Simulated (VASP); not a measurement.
# TePb4S3 (Pm-3m) in VASP: relaxation of cell and atoms with LDA

Aim: the relaxation of cell and atoms of TePb4S3 with LDA.

Everything below comes from runs of VASP 6.6.1. Logs are shortened: lines on timing, memory, paths and dates and some standing lists are left out, and cuts for length are marked.

## Step 1: The cell of the first run

The structure is cubic, space group Pm-3m (No. 221). Conventional cell: a = 6.062 Å, b = 6.062 Å, c = 6.062 Å, α = 90.00°, β = 90.00°, γ = 90.00°. Within 4.0 Å of S (site symmetry 4/mmm) lie 6 Pb at 3.03 Å. Within 4.0 Å of Te (site symmetry m-3m) lie 6 Pb at 3.03 Å. Within 4.0 Å of Pb (site symmetry 4/mmm) lie 4 S at 3.03 Å and 2 Te at 3.03 Å. Pb (site symmetry m-3m) has 6 S at 3.03 Å within 4.0 Å.

## Step 2: Relaxation of cell and atoms, LDA

File INCAR:

```
SYSTEM = TePb4S3
PREC = Accurate
ENCUT = 500
EDIFF = 1E-7
ISMEAR = 0
SIGMA = 0.01
LREAL = .False.
LASPH = .True.
NELM = 120
ALGO = Normal
ISIF = 3
LWAVE = .False.
LCHARG = .False.
GGA = CA
IBRION = 2
NSW = 80
EDIFFG = -0.01
GGA_COMPAT = .False.
NELMIN = 4
```

File KPOINTS:

```
regular mesh
0
Gamma
  4 4 4
  0 0 0
```

File POSCAR:

```
TePb4S3
1.0
    6.0625000000      0.0000000000      0.0000000000
    0.0000000000      6.0625000000      0.0000000000
    0.0000000000      0.0000000000      6.0625000000
S Te Pb
3 1 4
Direct
    0.0000000000      0.0000000000      0.0000000000
    0.0000000000      0.5000000000      0.5000000000
    0.5000000000      0.0000000000      0.5000000000
    0.5000000000      0.5000000000      0.0000000000
    0.5000000000      0.5000000000      0.5000000000
    0.0000000000      0.0000000000      0.5000000000
    0.0000000000      0.5000000000      0.0000000000
    0.5000000000      0.0000000000      0.0000000000
```

Potentials or basis: VASP PAW LDA potentials, release 64 (S, Te, Pb_d).

Command:

```sh
$ cat potpaw_LDA.64/S/POTCAR potpaw_LDA.64/Te/POTCAR potpaw_LDA.64/Pb_d/POTCAR > POTCAR
$ mpirun -np 1 vasp_std > vasp.out
```

OUTCAR:

```text
SYSTEM = TePb4S3
   PREC = Accurate
   ENCUT = 500
   EDIFF = 1E-7
   ISMEAR = 0
   LREAL = .False.
   LASPH = .True.
   NELM = 120
   ISIF = 3
   GGA = CA
   IBRION = 2
   NSW = 80
   EDIFFG = -0.01
   NELMIN = 4

 ion  position               nearest neighbor table
   1  0.000  0.000  0.000-   6 3.03   7 3.03   8 3.03   6 3.03   7 3.03   8 3.03
   2  0.000  0.500  0.500-   5 3.03   6 3.03   7 3.03   7 3.03   6 3.03   5 3.03
   3  0.500  0.000  0.500-   5 3.03   6 3.03   8 3.03   8 3.03   5 3.03   6 3.03
   4  0.500  0.500  0.000-   5 3.03   7 3.03   8 3.03   5 3.03   8 3.03   7 3.03
   5  0.500  0.500  0.500-   2 3.03   3 3.03   4 3.03   4 3.03   3 3.03   2 3.03
   6  0.000  0.000  0.500-   1 3.03   2 3.03   3 3.03   1 3.03   2 3.03   3 3.03
   7  0.000  0.500  0.000-   1 3.03   2 3.03   4 3.03   2 3.03   1 3.03   4 3.03
   8  0.500  0.000  0.000-   1 3.03   3 3.03   4 3.03   3 3.03   4 3.03   1 3.03

  LATTYP: Found a simple cubic cell.
 ALAT       =     6.0625000000

  Lattice vectors:

 A1 = (   6.0625000000,   0.0000000000,   0.0000000000)
 A2 = (   0.0000000000,   6.0625000000,   0.0000000000)
 A3 = (   0.0000000000,   0.0000000000,   6.0625000000)

Analysis of symmetry for initial positions (statically):
=====================================================================
 Subroutine PRICEL returns:
 Original cell was already a primitive cell.

 Routine SETGRP: Setting up the symmetry group for a
 simple cubic supercell.

 Subroutine GETGRP returns: Found 48 space group operations
 (whereof 16 operations were pure point group operations)
 out of a pool of 48 trial point group operations.

The static configuration has the point symmetry D_4h.
 The point group associated with its full space group is O_h .

Analysis of symmetry for dynamics (positions and initial velocities):
=====================================================================
 Subroutine PRICEL returns:
 Original cell was already a primitive cell.

 Routine SETGRP: Setting up the symmetry group for a
 simple cubic supercell.

 Subroutine GETGRP returns: Found 48 space group operations
 (whereof 16 operations were pure point group operations)
 out of a pool of 48 trial point group operations.

The dynamic configuration has the point symmetry D_4h.
 The point group associated with its full space group is O_h .

 Subroutine INISYM returns: Found 48 space group operations
 (whereof 16 operations are pure point group operations),
 and found     1 'primitive' translations

----------------------------------------------------------------------------------------

                                     Primitive cell

  volume of cell :     222.8206

  direct lattice vectors                    reciprocal lattice vectors
     6.062500000  0.000000000  0.000000000     0.164948454  0.000000000  0.000000000
     0.000000000  6.062500000  0.000000000     0.000000000  0.164948454  0.000000000
     0.000000000  0.000000000  6.062500000     0.000000000  0.000000000  0.164948454

  length of vectors
     6.062500000  6.062500000  6.062500000     0.164948454  0.164948454  0.164948454

  position of ions in fractional coordinates (direct lattice)
     0.000000000  0.000000000  0.000000000
     0.000000000  0.500000000  0.500000000
     0.500000000  0.000000000  0.500000000
     0.500000000  0.500000000  0.000000000
     0.500000000  0.500000000  0.500000000
     0.000000000  0.000000000  0.500000000
     0.000000000  0.500000000  0.000000000
     0.500000000  0.000000000  0.000000000

  ion indices of the primitive-cell ions
   primitive index   ion index
                 1           1
                 2           2
                 3           3
                 4           4
                 5           5
                 6           6
                 7           7
                 8           8

----------------------------------------------------------------------------------------

 KPOINTS: regular mesh

Automatic generation of k-mesh.
 Grid dimensions read from file:
 generate k-points for:    4    4    4

 Generating k-lattice:

  Cartesian coordinates                     Fractional coordinates (reciprocal lattice)
     0.041237113  0.000000000  0.000000000     0.250000000  0.000000000  0.000000000
     0.000000000  0.041237113  0.000000000     0.000000000  0.250000000  0.000000000
     0.000000000  0.000000000  0.041237113     0.000000000  0.000000000  0.250000000

  Length of vectors
     0.041237113  0.041237113  0.041237113

  Shift w.r.t. Gamma in fractional coordinates (k-lattice)
     0.000000000  0.000000000  0.000000000

 Subroutine IBZKPT returns following result:
 ===========================================

 Found     10 irreducible k-points:

 Following reciprocal coordinates:
            Coordinates               Weight
  0.000000  0.000000  0.000000      1.000000
  0.250000  0.000000  0.000000      6.000000
  0.500000  0.000000  0.000000      3.000000
  0.250000  0.250000  0.000000     12.000000
  0.500000  0.250000  0.000000     12.000000
  0.500000  0.500000  0.000000      3.000000
  0.250000  0.250000  0.250000      8.000000
  0.500000  0.250000  0.250000     12.000000
  0.500000  0.500000  0.250000      6.000000
  0.500000  0.500000  0.500000      1.000000
   k-points           NKPTS =     10   k-points in BZ     NKDIM =     10   number of bands    NBANDS=     48
   number of dos      NEDOS =    301   number of ions     NIONS =      8
   total plane-waves  NPLWV = 110592
   dimension x,y,z NGX =    48 NGY =   48 NGZ =   48
   dimension x,y,z NGXF=    96 NGYF=   96 NGZF=   96
   ions per type =               3   1   4
   NGX,Y,Z   is equivalent  to a cutoff of  13.16, 13.16, 13.16 a.u.
   NGXF,Y,Z  is equivalent  to a cutoff of  26.33, 26.33, 26.33 a.u.
 SYSTEM =  TePb4S3
   PREC   = accura    normal or accurate (medium, high low for compatibility)
   ISTART =      0    job   : 0-new  1-cont  2-samecut
   ICHARG =      2    charge: 1-file 2-atom 10-const
   ISPIN  =      1    spin polarized calculation?
   LNONCOLLINEAR =      F non collinear calculations
   LSORBIT =      F    spin-orbit coupling
   LASPH  =      T    aspherical Exc in radial PAW
   ENCUT  =  500.0 eV  36.75 Ry    6.06 a.u.  11.05 11.05 11.05*2*pi/ulx,y,z
   NELM   =    120;   NELMIN=  4; NELMDL= -5     # of ELM steps
   EDIFF  = 0.1E-06   stopping-criterion for ELM
   LREAL  =      F    real-space projection
   EDIFFG = -.1E-01   stopping-criterion for IOM
   NSW    =     80    number of steps for IOM
   IBRION =      2    ionic relax: 0-MD 1-quasi-New 2-CG
   NFREE  =      1    steps in history (QN), initial steepest desc. (CG)
   ISIF   =      3    stress and relaxation
   ISYM   =      2    0-nonsym 1-usesym 2-fastsym
   POTIM  = 0.5000    time-step for ionic-motion
   TEBEG  =    0.0;   TEEND  =   0.0 temperature during run
   PSTRESS=    0.0 pullay stress
   NELECT =      80.0000    total number of electrons
   NUPDOWN=      -1.0000    fix difference up-down
   EMIN   =  10.00;   EMAX   =-10.00  energy-range for DOS
   EFERMI =   0.00;   METHOD = LEGACY
   ISMEAR =     0;   SIGMA  =   0.01  broadening in eV -4-tet -1-fermi 0-gaus
   EFERMI_NEDOS =   21; number of points for ismear=-14 and -15
   IALGO  =     38    algorithm
   IMIX   =      4    mixing-type and parameters
     AMIX     =   0.40;   BMIX     =  1.00
     AMIX_MAG =   1.60;   BMIX_MAG =  1.00
  volume/ion in A,a.u.               =      27.85       187.96
  Fermi-wavevector in a.u.,A,eV,Ry     =   1.163554  2.198798 18.420344  1.353857
  Thomas-Fermi vector in A             =   2.300102
   LORBIT       =      0    0 simple, 1 ext, 2 COOP (PROOUT), +10 PAW based schemes
   GGA     = CA    functional components
   LHFCALC =     F    Hartree Fock is set to
   AEXX    =    0.0000 exact exchange contribution
   IVDW    =     0    specifies the selected vdW correction
   LEPSILON=     F    determine dielectric tensor
   LRPA    =     F    only Hartree local field effects (RPA)
 conjugate gradient relaxation of ions
 non-spin polarized calculation
 Gauss-broadening in eV      SIGMA  =   0.01
  energy-cutoff  :      500.00
  volume of cell :      222.82
 maximum number of plane-waves:      5695
 NGX is ok and might be reduce to    48
   NGX = 23   NGY = 23   NGZ = 23

--------------------------------------- Ionic step        1  -------------------------------------------

 number of electron      80.0000012 magnetization

 Free energy of the ion-electron system (eV)
  ---------------------------------------------------
  ext. energy  EPLUGINS =         0.00000000
  ---------------------------------------------------
  free energy    TOTEN  =       -38.08362825 eV

  energy without entropy =      -38.08362825  energy(sigma->0) =      -38.08362825

 E-fermi :   5.7109     XC(G=0):  -9.9174

 val. band max:        5.6713560758   @ k =   0.5000   0.5000   0.5000
 cond. band min:       5.7504500085   @ k =   0.5000   0.5000   0.5000
 fundamental gap:      0.0790939327
 Fermi energy:         5.7109047134

 k-point     1 :       0.0000    0.0000    0.0000
  band No.  band energies     occupation
      1     -11.3839      2.00000
      2     -11.2607      2.00000
      3     -11.2607      2.00000
      4     -11.2050      2.00000
      5     -11.2050      2.00000
      6     -11.2050      2.00000
[... 563 lines left out ...]
 POSITION                                       TOTAL-FORCE (eV/Angst)
 -----------------------------------------------------------------------------------
      0.00000      0.00000      0.00000        -0.000000     -0.000000      0.000000
      0.00000      2.98765      2.98765        -0.000000     -0.000000      0.000000
      2.98765      0.00000      2.98765        -0.000000     -0.000000      0.000000
      2.98765      2.98765     -0.00000         0.000000     -0.000000     -0.000000
      2.98765      2.98765      2.98765        -0.000000     -0.000000      0.000000
      0.00000      0.00000      2.98765        -0.000000     -0.000000      0.000000
      0.00000      2.98765     -0.00000         0.000000      0.000000      0.000000
      2.98765      0.00000     -0.00000         0.000000      0.000000      0.000000
 -----------------------------------------------------------------------------------
    total drift:                                0.000000      0.000000      0.000000

  FREE ENERGIE OF THE ION-ELECTRON SYSTEM (eV)
  ---------------------------------------------------
  free  energy   TOTEN  =       -38.1151238820 eV

  energy  without entropy=      -38.1151238820  energy(sigma->0) =      -38.11512388

--------------------------------------- Ionic step        3  -------------------------------------------

 number of electron      80.0000018 magnetization

 Free energy of the ion-electron system (eV)
  ---------------------------------------------------
  ext. energy  EPLUGINS =         0.00000000
  ---------------------------------------------------
  free energy    TOTEN  =       -38.12119726 eV

  energy without entropy =      -38.12119726  energy(sigma->0) =      -38.12119726

 E-fermi :   6.0922     XC(G=0): -10.0589

 val. band max:        6.0042470914   @ k =   0.5000   0.5000   0.5000
 cond. band min:       6.2097625518   @ k =   0.5000   0.5000   0.5000
 fundamental gap:      0.2055154603
 Fermi energy:         6.0921872413

 k-point     1 :       0.0000    0.0000    0.0000
  band No.  band energies     occupation
      1     -11.0593      2.00000
      2     -10.9177      2.00000
      3     -10.9177      2.00000
      4     -10.8501      2.00000
      5     -10.8501      2.00000
      6     -10.8501      2.00000
[... 512 lines left out ...]
 VOLUME and BASIS-vectors are now :
 -----------------------------------------------------------------------------
  energy-cutoff  :      500.00
  volume of cell :      215.99
      direct lattice vectors                 reciprocal lattice vectors
     5.999872830  0.000000000 -0.000000000     0.166670199 -0.000000000 -0.000000000
     0.000000000  5.999872830 -0.000000000    -0.000000000  0.166670199 -0.000000000
     0.000000000  0.000000000  5.999872830     0.000000000  0.000000000  0.166670199

 POSITION                                       TOTAL-FORCE (eV/Angst)
 -----------------------------------------------------------------------------------
      0.00000      0.00000      0.00000        -0.000000     -0.000000     -0.000000
      0.00000      2.99994      2.99994        -0.000000     -0.000000     -0.000000
      2.99994      0.00000      2.99994        -0.000000     -0.000000     -0.000000
      2.99994      2.99994     -0.00000         0.000000     -0.000000      0.000000
      2.99994      2.99994      2.99994        -0.000000     -0.000000     -0.000000
      0.00000      0.00000      2.99994        -0.000000     -0.000000     -0.000000
      0.00000      2.99994     -0.00000         0.000000      0.000000     -0.000000
      2.99994      0.00000     -0.00000         0.000000      0.000000     -0.000000
 -----------------------------------------------------------------------------------
    total drift:                                0.000000      0.000000      0.000000

  FREE ENERGIE OF THE ION-ELECTRON SYSTEM (eV)
  ---------------------------------------------------
  free  energy   TOTEN  =       -38.1211972566 eV

  energy  without entropy=      -38.1211972566  energy(sigma->0) =      -38.12119726

 reached required accuracy - stopping structural energy minimisation
```

Run time: 7 min. Hardware: 1 thread of Oxide Virtual Turin-like, shared host; peak memory 0.28 GiB.

What came out:

```
Free energy                           : -38.1212 eV
Relaxed volume                        : 27.00 Å³/atom
Relaxed cell                          : a = 6.000 Å, b = 6.000 Å, c = 6.000 Å, α = 90.00°, β = 90.00°, γ = 90.00°
Space group after relaxing (to 0.1 Å) : Pm-3m (No. 221)
Energy gained by relaxing             : 4.7 meV/atom
Ionic steps                           : 3
Pressure after relaxing               : 0.0 GPa
Band gap on the k mesh                : 0.21 eV
```

The path:
```
step  energy change (eV)  largest force (eV/Å)  pressure (GPa)  volume (Å³)
   1              0.0000                0.0000           -1.72       222.82
   2             -0.0315                0.0000            0.75       213.34
   3             -0.0376                0.0000            0.00       215.99
```

Final structure:
```
CELL_PARAMETERS angstrom
5.99987 0.00000 0.00000
0.00000 5.99987 0.00000
0.00000 0.00000 5.99987
ATOMIC_POSITIONS crystal
S 0.00000 0.00000 0.00000
S 0.00000 0.50000 0.50000
S 0.50000 0.00000 0.50000
Te 0.50000 0.50000 0.00000
Pb 0.50000 0.50000 0.50000
Pb 0.00000 0.00000 0.50000
Pb 0.00000 0.50000 0.00000
Pb 0.50000 0.00000 0.00000
```

Caveat: spin-orbit coupling is left out, which moves the levels of the heavy elements.
